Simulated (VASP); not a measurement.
# TiAsS3 (Pm-3m) in VASP: notebook

Runs on TiAsS3. Level: PBE. Tasks: single point, relaxation of cell and atoms.

Everything below comes from runs of VASP 6.6.1. Logs are shortened: lines on timing, memory, paths and dates and some standing lists are left out, and cuts for length are marked.

### 1 The cell of the first run

The structure is cubic, space group Pm-3m (No. 221). Conventional cell: a = 4.683 Å, b = 4.683 Å, c = 4.683 Å, α = 90.00°, β = 90.00°, γ = 90.00°. Ti (site symmetry m-3m) has 6 S at 2.34 Å within 3.1 Å. Within 4.4 Å of As (site symmetry m-3m) lie 12 S at 3.31 Å and 8 Ti at 4.06 Å. S (site symmetry 4/mmm) has 2 Ti at 2.34 Å within 3.1 Å.

### 2 Single point, PBE

Input file INCAR:

```
SYSTEM = TiAsS3
ALGO     = Normal         ! electronic algorithm
EDIFF    = 1E-6           ! SCF threshold, eV
ENCUT    = 520            ! plane-wave cutoff, eV
GGA      = PE             ! functional
ISIF     = 2              ! what is computed and relaxed
ISMEAR   = 0              ! smearing method
LASPH    = .True.         ! aspherical terms in the spheres
LCHARG   = .True.         ! write CHGCAR
LELF     = .True.         ! ELF
LREAL    = .False.        ! projectors in reciprocal space
LVHAR    = .True.       
LWAVE    = .False.        ! write WAVECAR
NBANDS   = 26             ! bands
NELM     = 80             ! most SCF steps
PREC     = Accurate       ! precision mode
SIGMA    = 0.1            ! smearing width, eV
```

Input file KPOINTS:

```
k-points
0
Gamma
  8 8 8
  0 0 0
```

Input file POSCAR:

```
TiAsS3
1.0
    4.6831889353      0.0000000000      0.0000000000
    0.0000000000      4.6831889353      0.0000000000
    0.0000000000      0.0000000000      4.6831889353
Ti As S
1 1 3
Direct
    0.5000000000      0.5000000000      0.5000000000
    0.0000000000      0.0000000000      0.0000000000
    0.0000000000      0.5000000000      0.5000000000
    0.5000000000      0.0000000000      0.5000000000
    0.5000000000      0.5000000000      0.0000000000
```

Potentials or basis: VASP PAW PBE potentials, release 64 (Ti_sv, As, S).

The run is started by

```console
$ cat potpaw_PBE.64/Ti_sv/POTCAR potpaw_PBE.64/As/POTCAR potpaw_PBE.64/S/POTCAR > POTCAR
$ mpirun -np 1 vasp_std > vasp.out
```

OUTCAR:

```text
SYSTEM = TiAsS3
   EDIFF = 1E-6
   ENCUT = 520
   GGA = PE
   ISIF = 2
   ISMEAR = 0
   LASPH = .True.
   LREAL = .False.
   NELM = 80
   PREC = Accurate

 ion  position               nearest neighbor table
   1  0.500  0.500  0.500-   3 2.34   4 2.34   5 2.34   5 2.34   4 2.34   3 2.34
   2  0.000  0.000  0.000-
   3  0.000  0.500  0.500-   1 2.34   1 2.34
   4  0.500  0.000  0.500-   1 2.34   1 2.34
   5  0.500  0.500  0.000-   1 2.34   1 2.34

  LATTYP: Found a simple cubic cell.
 ALAT       =     4.6831889353

  Lattice vectors:

 A1 = (   4.6831889353,   0.0000000000,   0.0000000000)
 A2 = (   0.0000000000,   4.6831889353,   0.0000000000)
 A3 = (   0.0000000000,   0.0000000000,   4.6831889353)

Analysis of symmetry for initial positions (statically):
=====================================================================
 Subroutine PRICEL returns:
 Original cell was already a primitive cell.

 Routine SETGRP: Setting up the symmetry group for a
 simple cubic supercell.

 Subroutine GETGRP returns: Found 48 space group operations
 (whereof 48 operations were pure point group operations)
 out of a pool of 48 trial point group operations.

The static configuration has the point symmetry O_h .

Analysis of symmetry for dynamics (positions and initial velocities):
=====================================================================
 Subroutine PRICEL returns:
 Original cell was already a primitive cell.

 Routine SETGRP: Setting up the symmetry group for a
 simple cubic supercell.

 Subroutine GETGRP returns: Found 48 space group operations
 (whereof 48 operations were pure point group operations)
 out of a pool of 48 trial point group operations.

The dynamic configuration has the point symmetry O_h .

 Subroutine INISYM returns: Found 48 space group operations
 (whereof 48 operations are pure point group operations),
 and found     1 'primitive' translations

----------------------------------------------------------------------------------------

                                     Primitive cell

  volume of cell :     102.7129

  direct lattice vectors                    reciprocal lattice vectors
     4.683188935  0.000000000  0.000000000     0.213529715  0.000000000  0.000000000
     0.000000000  4.683188935  0.000000000     0.000000000  0.213529715  0.000000000
     0.000000000  0.000000000  4.683188935     0.000000000  0.000000000  0.213529715

  length of vectors
     4.683188935  4.683188935  4.683188935     0.213529715  0.213529715  0.213529715

  position of ions in fractional coordinates (direct lattice)
     0.500000000  0.500000000  0.500000000
     0.000000000  0.000000000  0.000000000
     0.000000000  0.500000000  0.500000000
     0.500000000  0.000000000  0.500000000
     0.500000000  0.500000000  0.000000000

  ion indices of the primitive-cell ions
   primitive index   ion index
                 1           1
                 2           2
                 3           3
                 4           4
                 5           5

----------------------------------------------------------------------------------------

 KPOINTS: k-points

Automatic generation of k-mesh.
 Grid dimensions read from file:
 generate k-points for:    8    8    8

 Generating k-lattice:

  Cartesian coordinates                     Fractional coordinates (reciprocal lattice)
     0.026691214  0.000000000  0.000000000     0.125000000  0.000000000  0.000000000
     0.000000000  0.026691214  0.000000000     0.000000000  0.125000000  0.000000000
     0.000000000  0.000000000  0.026691214     0.000000000  0.000000000  0.125000000

  Length of vectors
     0.026691214  0.026691214  0.026691214

  Shift w.r.t. Gamma in fractional coordinates (k-lattice)
     0.000000000  0.000000000  0.000000000

 Subroutine IBZKPT returns following result:
 ===========================================

 Found     35 irreducible k-points:

 Following reciprocal coordinates:
            Coordinates               Weight
  0.000000  0.000000  0.000000      1.000000
  0.125000  0.000000  0.000000      6.000000
  0.250000  0.000000  0.000000      6.000000
  0.375000  0.000000  0.000000      6.000000
  0.500000  0.000000  0.000000      3.000000
  0.125000  0.125000  0.000000     12.000000
[... 16 lines left out ...]
  0.375000  0.375000  0.125000     24.000000
  0.500000  0.375000  0.125000     24.000000
 [... further k-points ...]
   k-points           NKPTS =     35   k-points in BZ     NKDIM =     35   number of bands    NBANDS=     26
   number of dos      NEDOS =    301   number of ions     NIONS =      5
   total plane-waves  NPLWV =  46656
   dimension x,y,z NGX =    36 NGY =   36 NGZ =   36
   dimension x,y,z NGXF=    72 NGYF=   72 NGZF=   72
   ions per type =               1   1   3
   NGX,Y,Z   is equivalent  to a cutoff of  12.78, 12.78, 12.78 a.u.
   NGXF,Y,Z  is equivalent  to a cutoff of  25.56, 25.56, 25.56 a.u.
 SYSTEM =  TiAsS3
   PREC   = accura    normal or accurate (medium, high low for compatibility)
   ISTART =      0    job   : 0-new  1-cont  2-samecut
   ICHARG =      2    charge: 1-file 2-atom 10-const
   ISPIN  =      1    spin polarized calculation?
   LNONCOLLINEAR =      F non collinear calculations
   LSORBIT =      F    spin-orbit coupling
   LASPH  =      T    aspherical Exc in radial PAW
   ENCUT  =  520.0 eV  38.22 Ry    6.18 a.u.   8.71  8.71  8.71*2*pi/ulx,y,z
   NELM   =     80;   NELMIN=  2; NELMDL= -5     # of ELM steps
   EDIFF  = 0.1E-05   stopping-criterion for ELM
   LREAL  =      F    real-space projection
   EDIFFG = 0.1E-04   stopping-criterion for IOM
   NSW    =      0    number of steps for IOM
   IBRION =     -1    ionic relax: 0-MD 1-quasi-New 2-CG
   NFREE  =      0    steps in history (QN), initial steepest desc. (CG)
   ISIF   =      2    stress and relaxation
   ISYM   =      2    0-nonsym 1-usesym 2-fastsym
   POTIM  = 0.5000    time-step for ionic-motion
   TEBEG  =    0.0;   TEEND  =   0.0 temperature during run
   PSTRESS=    0.0 pullay stress
   NELECT =      35.0000    total number of electrons
   NUPDOWN=      -1.0000    fix difference up-down
   EMIN   =  10.00;   EMAX   =-10.00  energy-range for DOS
   EFERMI =   0.00;   METHOD = LEGACY
   ISMEAR =     0;   SIGMA  =   0.10  broadening in eV -4-tet -1-fermi 0-gaus
   EFERMI_NEDOS =   21; number of points for ismear=-14 and -15
   IALGO  =     38    algorithm
   IMIX   =      4    mixing-type and parameters
     AMIX     =   0.40;   BMIX     =  1.00
     AMIX_MAG =   1.60;   BMIX_MAG =  1.00
  volume/ion in A,a.u.               =      20.54       138.63
  Fermi-wavevector in a.u.,A,eV,Ry     =   1.143464  2.160834 17.789753  1.307510
  Thomas-Fermi vector in A             =   2.280159
   LORBIT       =      0    0 simple, 1 ext, 2 COOP (PROOUT), +10 PAW based schemes
   GGA     = PE    functional components
   LHFCALC =     F    Hartree Fock is set to
   AEXX    =    0.0000 exact exchange contribution
   IVDW    =     0    specifies the selected vdW correction
   LEPSILON=     F    determine dielectric tensor
   LRPA    =     F    only Hartree local field effects (RPA)
 non-spin polarized calculation
 Gauss-broadening in eV      SIGMA  =   0.10
  energy-cutoff  :      520.00
  volume of cell :      102.71
 maximum number of plane-waves:      2800
 NGX is ok and might be reduce to    36
   NGX = 17   NGY = 17   NGZ = 17

 number of electron      34.9999998 magnetization

 Free energy of the ion-electron system (eV)
  ---------------------------------------------------
  ext. energy  EPLUGINS =         0.00000000
  ---------------------------------------------------
  free energy    TOTEN  =       -25.22714308 eV

  energy without entropy =      -25.20119931  energy(sigma->0) =      -25.21417120

 E-fermi :   4.7989     XC(G=0):  -9.9583

 val. band max:        4.7986245268   @ k =   0.5000   0.3750   0.1250
 cond. band min:       4.8015976175   @ k =   0.5000   0.0000   0.0000
 fundamental gap:      0.0029730907
 Fermi energy:         4.7988855967

 k-point     1 :       0.0000    0.0000    0.0000
  band No.  band energies     occupation
      1     -52.7529      2.00000
      2     -29.0195      2.00000
      3     -29.0195      2.00000
      4     -29.0195      2.00000
      5      -9.0439      2.00000
      6      -7.0654      2.00000
[... 18 lines left out ...]
     25       6.5405      0.00000
     26      10.3123      0.00000

 k-point     2 :       0.1250    0.0000    0.0000
  band No.  band energies     occupation
      1     -52.7529      2.00000
      2     -29.0207      2.00000
      3     -29.0195      2.00000
      4     -29.0195      2.00000
      5      -8.9717      2.00000
      6      -7.0985      2.00000
[... 18 lines left out ...]
     25       6.8716      0.00000
     26      10.5944      0.00000

 k-point     3 :       0.2500    0.0000    0.0000
  band No.  band energies     occupation
      1     -52.7528      2.00000
      2     -29.0235      2.00000
      3     -29.0194      2.00000
      4     -29.0194      2.00000
      5      -8.7684      2.00000
      6      -7.2241      2.00000
[... 18 lines left out ...]
     25       7.4902      0.00000
     26      11.1952      0.00000

 k-point     4 :       0.3750    0.0000    0.0000
  band No.  band energies     occupation
      1     -52.7528      2.00000
      2     -29.0264      2.00000
      3     -29.0193      2.00000
      4     -29.0193      2.00000
      5      -8.4852      2.00000
      6      -7.4561      2.00000
[... 18 lines left out ...]
     25       7.9047      0.00000
     26      12.1438      0.00000

 k-point     5 :       0.5000    0.0000    0.0000
  band No.  band energies     occupation
      1     -52.7527      2.00000
      2     -29.0275      2.00000
      3     -29.0193      2.00000
      4     -29.0193      2.00000
      5      -8.3016      2.00000
      6      -7.6262      2.00000
[... 18 lines left out ...]
     25       8.0386      0.00000
     26      12.6462      0.00000

 k-point     6 :       0.1250    0.1250    0.0000
  band No.  band energies     occupation
      1     -52.7528      2.00000
      2     -29.0207      2.00000
      3     -29.0207      2.00000
      4     -29.0194      2.00000
      5      -8.9000      2.00000
      6      -7.1049      2.00000
[... 427 lines left out ...]
 k-point    21 :       0.3750    0.2500    0.1250
  band No.  band energies     occupation
      1     -52.7526      2.00000
      2     -29.0262      2.00000
      3     -29.0233      2.00000
      4     -29.0204      2.00000
      5      -8.1672      2.00000
      6      -7.3232      2.00000
[... 18 lines left out ...]
     25       9.0819      0.00000
     26      12.4476      0.00000

 k-point    22 :       0.5000    0.2500    0.1250
  band No.  band energies     occupation
      1     -52.7526      2.00000
      2     -29.0274      2.00000
      3     -29.0233      2.00000
      4     -29.0204      2.00000
      5      -7.9944      2.00000
      6      -7.4557      2.00000
[... 18 lines left out ...]
     25       9.2696      0.00000
     26      13.1975      0.00000

 k-point    23 :       0.3750    0.3750    0.1250
  band No.  band energies     occupation
      1     -52.7526      2.00000
      2     -29.0262      2.00000
      3     -29.0262      2.00000
      4     -29.0204      2.00000
      5      -7.9198      2.00000
      6      -7.2649      2.00000
[... 18 lines left out ...]
     25       9.9301      0.00000
     26      12.4913      0.00000

 k-point    24 :       0.5000    0.3750    0.1250
  band No.  band energies     occupation
      1     -52.7526      2.00000
      2     -29.0273      2.00000
      3     -29.0261      2.00000
      4     -29.0203      2.00000
      5      -7.7625      2.00000
      6      -7.3469      2.00000
[... 18 lines left out ...]
     25      10.2792      0.00000
     26      12.9898      0.00000

 [... further k-points ...]

------------------------ aborting loop because EDIFF is reached ----------------------------------------

  FORCE on cell =-STRESS in cart. coord.  units (eV):
  Direction    XX          YY          ZZ          XY          YZ          ZX
  --------------------------------------------------------------------------------------
  -------------------------------------------------------------------------------------
  Total       -0.0215230     -0.0215230     -0.0215230      0.0000000     -0.0000000     -0.0000000
  in kB       -0.3357291     -0.3357291     -0.3357291      0.0000000     -0.0000000     -0.0000000
  external PRESSURE =      -0.3357291 kB  Pullay stress =       0.0000000 kB

 VOLUME and BASIS-vectors are now :
 -----------------------------------------------------------------------------
  energy-cutoff  :      520.00
  volume of cell :      102.71
      direct lattice vectors                 reciprocal lattice vectors
     4.683188935  0.000000000  0.000000000     0.213529715  0.000000000  0.000000000
     0.000000000  4.683188935  0.000000000     0.000000000  0.213529715  0.000000000
     0.000000000  0.000000000  4.683188935     0.000000000  0.000000000  0.213529715

 POSITION                                       TOTAL-FORCE (eV/Angst)
 -----------------------------------------------------------------------------------
      2.34159      2.34159      2.34159         0.000000      0.000000      0.000000
      0.00000      0.00000      0.00000         0.000000      0.000000      0.000000
      0.00000      2.34159      2.34159         0.000000      0.000000      0.000000
      2.34159      0.00000      2.34159         0.000000      0.000000      0.000000
      2.34159      2.34159      0.00000         0.000000      0.000000      0.000000
 -----------------------------------------------------------------------------------
    total drift:                                0.000000      0.000000      0.000000

  FREE ENERGIE OF THE ION-ELECTRON SYSTEM (eV)
  ---------------------------------------------------
  free  energy   TOTEN  =       -25.2271430839 eV

  energy  without entropy=      -25.2011993108  energy(sigma->0) =      -25.21417120
```

It took 41 s on 1 thread of Intel Xeon 6975P-C (Granite Rapids), shared host; peak memory 0.26 GiB.

Results:

| Item | Value |
| --- | --- |
| Free energy | -25.2271 eV |
| Pressure | 0.0 GPa |

### 3 Relaxation of cell and atoms, PBE

This run uses another cell than the first one, of 20.40 Å³/atom, 0.993 times its volume.

Input file INCAR:

```
PREC     = Accurate       # precision mode
ENCUT    = 600            # plane-wave cutoff, eV
EDIFF    = 1E-6           # SCF threshold, eV
ISMEAR   = 0              # smearing method
SIGMA    = 0.1            # smearing width, eV
LREAL    = F              # projectors in reciprocal space
LASPH    = T              # aspherical terms in the spheres
NELM     = 60             # most SCF steps
ALGO     = Normal         # electronic algorithm
ISIF     = 3              # what is computed and relaxed
LWAVE    = F              # write WAVECAR
LCHARG   = F              # write CHGCAR
GGA      = PE             # functional
IBRION   = 2              # ionic algorithm
NSW      = 100            # ionic steps
EDIFFG   = -0.01          # ionic threshold
```

Input file KPOINTS:

```
regular mesh
0
Gamma
  8 8 8
```

Edit POSCAR of step 2 so:

```diff
@@ -2,5 +2,5 @@
 1.0
-    4.6831889353      0.0000000000      0.0000000000
-    0.0000000000      4.6831889353      0.0000000000
-    0.0000000000      0.0000000000      4.6831889353
+    4.6724586828      0.0000000000      0.0000000000
+    0.0000000000      4.6724586828      0.0000000000
+    0.0000000000      0.0000000000      4.6724586828
 Ti As S
```

Potentials or basis: VASP PAW PBE potentials, release 64 (Ti_sv, As, S).

The run is started by

```console
$ cat potpaw_PBE.64/Ti_sv/POTCAR potpaw_PBE.64/As/POTCAR potpaw_PBE.64/S/POTCAR > POTCAR
$ mpirun -np 1 vasp_std > vasp.out
```

Run time: 99 s. Hardware: 1 thread of Intel Xeon 6975P-C (Granite Rapids), shared host; peak memory 0.31 GiB.

The run converged. Its results:

* Free energy: -25.2273 eV
* Relaxed volume: 20.53 Å³/atom
* Relaxed cell: a = 4.683 Å, b = 4.683 Å, c = 4.683 Å, α = 90.00°, β = 90.00°, γ = 90.00°
* Space group after relaxing (to 0.05 Å): Pm-3m (No. 221)
* Energy gained by relaxing: 0.2 meV/atom
* Ionic steps: 3
* Pressure after relaxing: 0.0 GPa

The path:
| step | energy change (eV) | largest force (eV/Å) | pressure (GPa) | volume (Å³) |
| --- | --- | --- | --- | --- |
| 1 | 0.0000 | 0.0000 | 0.52 | 102.01 |
| 2 | -0.0008 | 0.0000 | -0.23 | 102.99 |
| 3 | -0.0011 | 0.0000 | 0.00 | 102.67 |

Final structure:
```
CELL_PARAMETERS angstrom
4.68259 0.00000 0.00000
0.00000 4.68259 0.00000
0.00000 0.00000 4.68259
ATOMIC_POSITIONS crystal
Ti 0.50000 0.50000 0.50000
As 0.00000 0.00000 0.00000
S 0.00000 0.50000 0.50000
S 0.50000 0.00000 0.50000
S 0.50000 0.50000 0.00000
```

Levels at points of the mesh, in eV from the Fermi level:
| k point | band 14 | band 15 | band 16 | band 17 | band 18 | band 19 | band 20 | band 21 |
| --- | --- | --- | --- | --- | --- | --- | --- | --- |
| (0.00, 0.00, 0.00) | -1.20 | -1.06 | -1.06 | -1.06 | -0.06 | -0.06 | -0.06 | 1.44 |
| (0.50, 0.00, 0.00) | -1.82 | -1.74 | -0.67 | -0.67 | -0.66 | 0.00 | 0.38 | 0.38 |
| (0.50, 0.50, 0.00) | -2.83 | -2.83 | -2.70 | -0.71 | 0.22 | 1.34 | 1.34 | 1.93 |
| (0.50, 0.50, 0.50) | -3.87 | 0.27 | 0.27 | 0.27 | 0.65 | 0.65 | 0.65 | 3.07 |
